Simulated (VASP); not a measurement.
# W3C in VASP: relaxation of the atoms with PBE

Aim: the relaxation of the atoms of W3C with PBE.

Program: VASP 6.6.1. These are calculated values, not measurements. Logs are shortened: lines on timing, memory, paths and dates and some standing lists are left out, and cuts for length are marked.

**1. The cell of the first run**

The cell holds a slab with vacuum, 4 atoms: a = 2.855 Å, b = 2.855 Å, c = 20.197 Å, α = 90.00°, β = 90.00°, γ = 120.00°.

**2. Relaxation of the atoms, PBE**

The input, INCAR:

```
SYSTEM = W3C
  ALGO = Fast
  DIPOL = 0.5 0.5 0.362
  EDIFF = 1E-6
  EDIFFG = -0.025
  ENCUT = 520
  GGA = PE
  IBRION = 2
  IDIPOL = 3
  ISIF = 2
  ISMEAR = 0
  LASPH = .True.
  LCHARG = .False.
  LDIPOL = .True.
  LREAL = .False.
  LWAVE = .False.
  NELM = 100
  NSW = 36
  PREC = Accurate
  SIGMA = 0.1
```

The input, KPOINTS:

```
k-points
0
Gamma
  9 9 1
  0 0 0
```

The input, POSCAR:

```
W3C
1.0
    2.8545944806      0.0000000000      0.0000000000
   -1.4272972403      2.4721513377      0.0000000000
    0.0000000000      0.0000000000     20.1971108355
W C
3 1
Selective dynamics
Direct
    0.6666666667      0.3333333333      0.1980481284  F F F
    0.3333333333      0.6666666667      0.3143337982  F F F
    0.0000000000      0.0000000000      0.4306116309  F F F
    0.5000000000      0.3333333333      0.5058699197  F F T
```

Potentials or basis: VASP PAW PBE potentials, release 64 (W_sv, C).

Launch:

```sh
$ cat potpaw_PBE.64/W_sv/POTCAR potpaw_PBE.64/C/POTCAR > POTCAR
$ mpirun -np 1 vasp_std > vasp.out
```

OUTCAR:

```text
SYSTEM = W3C
   EDIFF = 1E-6
   EDIFFG = -0.025
   ENCUT = 520
   GGA = PE
   IBRION = 2
   ISIF = 2
   ISMEAR = 0
   LASPH = .True.
   LREAL = .False.
   NELM = 100
   NSW = 36
   PREC = Accurate

 ion  position               nearest neighbor table
   1  0.667  0.333  0.198-   2 2.87   2 2.87   2 2.87
   2  0.333  0.667  0.314-   3 2.87   3 2.87   3 2.87   1 2.87   1 2.87   1 2.87
   3  0.000  0.000  0.431-   4 1.97   4 2.29   4 2.57   2 2.87   2 2.87   2 2.87
   4  0.500  0.333  0.506-   3 1.97   3 2.29   3 2.57

  LATTYP: Found a hexagonal cell.
 ALAT       =     2.8545944806
 C/A-ratio  =     7.0752994770

  Lattice vectors:

 A1 = (   2.8545944806,   0.0000000000,   0.0000000000)
 A2 = (  -1.4272972403,   2.4721513377,   0.0000000000)
 A3 = (   0.0000000000,   0.0000000000,  20.1971108355)

Analysis of symmetry for initial positions (statically):
=====================================================================
 Subroutine PRICEL returns:
 Original cell was already a primitive cell.

 Routine SETGRP: Setting up the symmetry group for a
 hexagonal supercell.

 Subroutine GETGRP returns: Found  1 space group operations
 (whereof  1 operations were pure point group operations)
 out of a pool of 24 trial point group operations.

The static configuration has the point symmetry C_1 .

Analysis of symmetry for dynamics (positions and initial velocities):
=====================================================================
 Subroutine PRICEL returns:
 Original cell was already a primitive cell.

 Routine SETGRP: Setting up the symmetry group for a
 hexagonal supercell.

 Subroutine GETGRP returns: Found  1 space group operations
 (whereof  1 operations were pure point group operations)
 out of a pool of 24 trial point group operations.

The dynamic configuration has the point symmetry C_1 .

Analysis of constrained symmetry for selective dynamics:
=====================================================================
 Subroutine PRICEL returns:
 Original cell was already a primitive cell.

 Routine SETGRP: Setting up the symmetry group for a
 hexagonal supercell.

 Subroutine GETGRP returns: Found  1 space group operations
 (whereof  1 operations were pure point group operations)
 out of a pool of 24 trial point group operations.

The constrained configuration has the point symmetry C_1 .

 Subroutine INISYM returns: Found  1 space group operations
 (whereof  1 operations are pure point group operations),
 and found     1 'primitive' translations

----------------------------------------------------------------------------------------

                                     Primitive cell

  volume of cell :     142.5308

  direct lattice vectors                    reciprocal lattice vectors
     2.854594481  0.000000000  0.000000000     0.350312455  0.202252990  0.000000000
    -1.427297240  2.472151338  0.000000000     0.000000000  0.404505980  0.000000000
     0.000000000  0.000000000 20.197110835     0.000000000  0.000000000  0.049512032

  length of vectors
     2.854594481  2.854594481 20.197110835     0.404505980  0.404505980  0.049512032

  position of ions in fractional coordinates (direct lattice)
     0.666666667  0.333333333  0.198048128
     0.333333333  0.666666667  0.314333798
     0.000000000  0.000000000  0.430611631
     0.500000000  0.333333333  0.505869920

  ion indices of the primitive-cell ions
   primitive index   ion index
                 1           1
                 2           2
                 3           3
                 4           4

----------------------------------------------------------------------------------------

 KPOINTS: k-points

Automatic generation of k-mesh.
 Grid dimensions read from file:
 generate k-points for:    9    9    1

 Generating k-lattice:

  Cartesian coordinates                     Fractional coordinates (reciprocal lattice)
     0.038923606  0.022472554  0.000000000     0.111111111  0.000000000  0.000000000
     0.000000000  0.044945109  0.000000000     0.000000000  0.111111111  0.000000000
     0.000000000  0.000000000  0.049512032     0.000000000  0.000000000  1.000000000

  Length of vectors
     0.044945109  0.044945109  0.049512032

  Shift w.r.t. Gamma in fractional coordinates (k-lattice)
     0.000000000  0.000000000  0.000000000

 Subroutine IBZKPT returns following result:
 ===========================================

 Found     41 irreducible k-points:

 Following reciprocal coordinates:
            Coordinates               Weight
  0.000000  0.000000  0.000000      1.000000
  0.111111 -0.000000  0.000000      2.000000
  0.000000  0.111111  0.000000      2.000000
 -0.111111  0.111111  0.000000      2.000000
  0.222222 -0.000000  0.000000      2.000000
  0.000000  0.222222  0.000000      2.000000
[... 16 lines left out ...]
  0.333333  0.111111  0.000000      2.000000
 -0.111111  0.444444  0.000000      2.000000
 [... further k-points ...]
   k-points           NKPTS =     41   k-points in BZ     NKDIM =     41   number of bands    NBANDS=     27
   number of dos      NEDOS =    301   number of ions     NIONS =      4
   total plane-waves  NPLWV =  86400
   dimension x,y,z NGX =    24 NGY =   24 NGZ =  150
   dimension x,y,z NGXF=    48 NGYF=   48 NGZF=  300
   ions per type =               3   1
   NGX,Y,Z   is equivalent  to a cutoff of  13.98, 13.98, 12.35 a.u.
   NGXF,Y,Z  is equivalent  to a cutoff of  27.95, 27.95, 24.69 a.u.
 SYSTEM =  W3C
   PREC   = accura    normal or accurate (medium, high low for compatibility)
   ISTART =      0    job   : 0-new  1-cont  2-samecut
   ICHARG =      2    charge: 1-file 2-atom 10-const
   ISPIN  =      1    spin polarized calculation?
   LNONCOLLINEAR =      F non collinear calculations
   LSORBIT =      F    spin-orbit coupling
   LASPH  =      T    aspherical Exc in radial PAW
   ENCUT  =  520.0 eV  38.22 Ry    6.18 a.u.   5.31  5.31 37.55*2*pi/ulx,y,z
   NELM   =    100;   NELMIN=  2; NELMDL= -5     # of ELM steps
   EDIFF  = 0.1E-05   stopping-criterion for ELM
   LREAL  =      F    real-space projection
   EDIFFG = -.3E-01   stopping-criterion for IOM
   NSW    =     36    number of steps for IOM
   IBRION =      2    ionic relax: 0-MD 1-quasi-New 2-CG
   NFREE  =      1    steps in history (QN), initial steepest desc. (CG)
   ISIF   =      2    stress and relaxation
   ISYM   =      2    0-nonsym 1-usesym 2-fastsym
   POTIM  = 0.5000    time-step for ionic-motion
   TEBEG  =    0.0;   TEEND  =   0.0 temperature during run
   PSTRESS=    0.0 pullay stress
   NELECT =      46.0000    total number of electrons
   NUPDOWN=      -1.0000    fix difference up-down
   EMIN   =  10.00;   EMAX   =-10.00  energy-range for DOS
   EFERMI =   0.00;   METHOD = LEGACY
   ISMEAR =     0;   SIGMA  =   0.10  broadening in eV -4-tet -1-fermi 0-gaus
   EFERMI_NEDOS =   21; number of points for ismear=-14 and -15
   IALGO  =     68    algorithm
   IMIX   =      4    mixing-type and parameters
     AMIX     =   0.40;   BMIX     =  1.00
     AMIX_MAG =   1.60;   BMIX_MAG =  1.00
  volume/ion in A,a.u.               =      35.63       240.46
  Fermi-wavevector in a.u.,A,eV,Ry     =   1.122943  2.122055 17.156972  1.261002
  Thomas-Fermi vector in A             =   2.259607
   LORBIT       =      0    0 simple, 1 ext, 2 COOP (PROOUT), +10 PAW based schemes
   GGA     = PE    functional components
   LHFCALC =     F    Hartree Fock is set to
   AEXX    =    0.0000 exact exchange contribution
   IVDW    =     0    specifies the selected vdW correction
   LEPSILON=     F    determine dielectric tensor
   LRPA    =     F    only Hartree local field effects (RPA)
 conjugate gradient relaxation of ions
 non-spin polarized calculation
 RMM-DIIS sequential band-by-band and
 Gauss-broadening in eV      SIGMA  =   0.10
  energy-cutoff  :      520.00
  volume of cell :      142.53
 maximum number of plane-waves:      3867
 NGX is ok and might be reduce to    24
   NGX = 11   NGY = 11   NGZ = 75

 dipolmoment           0.000000      0.000000     -0.446434 electrons x Angstroem

--------------------------------------- Ionic step        1  -------------------------------------------

 number of electron      46.0000000 magnetization

 Free energy of the ion-electron system (eV)
  ---------------------------------------------------
  ext. energy  EPLUGINS =         0.00000000
  ---------------------------------------------------
  free energy    TOTEN  =       -42.29713647 eV

  energy without entropy =      -42.27483143  energy(sigma->0) =      -42.28598395

------------------------ aborting loop because EDIFF is reached ----------------------------------------

  FORCE on cell =-STRESS in cart. coord.  units (eV):
  Direction    XX          YY          ZZ          XY          YZ          ZX
  --------------------------------------------------------------------------------------
  -------------------------------------------------------------------------------------
  Total       -2.2664036     -1.9349435     -4.2891443     -0.0532557      0.6429755      0.5653865
  in kB      -25.4764620    -21.7505456    -48.2139286     -0.5986431      7.2276359      6.3554641
  external PRESSURE =     -31.8136454 kB  Pullay stress =       0.0000000 kB
[... 99 lines left out ...]
  energy  without entropy=      -42.6019899529  energy(sigma->0) =      -42.61176621

--------------------------------------- Ionic step        4  -------------------------------------------

 number of electron      46.0000000 magnetization

 dipolmoment           0.000000      0.000000      0.047339 electrons x Angstroem

 Free energy of the ion-electron system (eV)
  ---------------------------------------------------
  ext. energy  EPLUGINS =         0.00000000
  ---------------------------------------------------
  free energy    TOTEN  =       -42.62183176 eV

  energy without entropy =      -42.60208212  energy(sigma->0) =      -42.61195694

 E-fermi :   0.4388     XC(G=0):  -6.1263

 val. band max:        0.4226279011   @ k =  -0.4444   0.3333   0.0000
 cond. band min:       0.4505279468   @ k =   0.2222   0.3333   0.0000
 fundamental gap:      0.0279000457
 Fermi energy:         0.4387559526

 k-point     1 :       0.0000    0.0000    0.0000
  band No.  band energies     occupation
      1     -73.3153      2.00000
      2     -73.2609      2.00000
      3     -73.1841      2.00000
      4     -37.9543      2.00000
      5     -37.5953      2.00000
      6     -37.2004      2.00000
[... 709 lines left out ...]
     26       2.8360      0.00000
     27       3.1368      0.00000

 [... further k-points ...]

------------------------ aborting loop because EDIFF is reached ----------------------------------------

 vacuum level on the upper side and lower side of the slab       (xc-potential included)         0.385        -0.825

  FORCE on cell =-STRESS in cart. coord.  units (eV):
  Direction    XX          YY          ZZ          XY          YZ          ZX
  --------------------------------------------------------------------------------------
  -------------------------------------------------------------------------------------
  Total        0.6050393      0.8749202      0.4899193      1.0807868      1.7178362      3.4630426
  in kB        6.8011983      9.8349078      5.5071442     12.1490381     19.3100597     38.9277849
  external PRESSURE =       7.3810834 kB  Pullay stress =       0.0000000 kB

 VOLUME and BASIS-vectors are now :
 -----------------------------------------------------------------------------
  energy-cutoff  :      520.00
  volume of cell :      142.53
      direct lattice vectors                 reciprocal lattice vectors
     2.854594481  0.000000000  0.000000000     0.350312455  0.202252990  0.000000000
    -1.427297240  2.472151338  0.000000000     0.000000000  0.404505980  0.000000000
     0.000000000  0.000000000 20.197110835     0.000000000  0.000000000  0.049512032
[... 10 lines left out ...]
  FREE ENERGIE OF THE ION-ELECTRON SYSTEM (eV)
  ---------------------------------------------------
  free  energy   TOTEN  =       -42.6218317634 eV

  energy  without entropy=      -42.6020821250  energy(sigma->0) =      -42.61195694

 reached required accuracy - stopping structural energy minimisation

 vacuum level on the upper side and lower side of the slab         6.669         5.420
```

Run time: 20 min. Hardware: 1 thread of Oxide Virtual Turin-like, shared host; peak memory 0.33 GiB.

What came out:

```
Free energy               : -42.6218 eV
Energy gained by relaxing : 81.2 meV/atom
Ionic steps               : 4
Band gap on the k mesh    : zero (bands 23 and 24 overlap by 0.77 eV)
```

Step by step:
| step | energy change (eV) | largest force on free atoms (eV/Å) | pressure (GPa) |
| --- | --- | --- | --- |
| 1 | 0.0000 | 2.6680 | -3.18 |
| 2 | -0.2673 | 1.3481 | -0.98 |
| 3 | -0.3244 | 0.1084 | 0.89 |
| 4 | -0.3247 | 0.0174 | 0.74 |

Final structure:
```yaml
crystal:
  lattice:
    - [2.85459, 0.00000, 0.00000]
    - [-1.42730, 2.47215, 0.00000]
    - [0.00000, 0.00000, 20.19711]
  atoms:
    - { symbol: W, position: [0.66667, 0.33333, 0.19805] }
    - { symbol: W, position: [0.33333, 0.66667, 0.31433] }
    - { symbol: W, position: [0.00000, 0.00000, 0.43061] }
    - { symbol: C, position: [0.50000, 0.33333, 0.49554] }
```

Caveat: spin-orbit coupling is left out, which moves the levels of the heavy elements.

The gap in the log of VASP goes by the Fermi energy; the results here count the filled bands.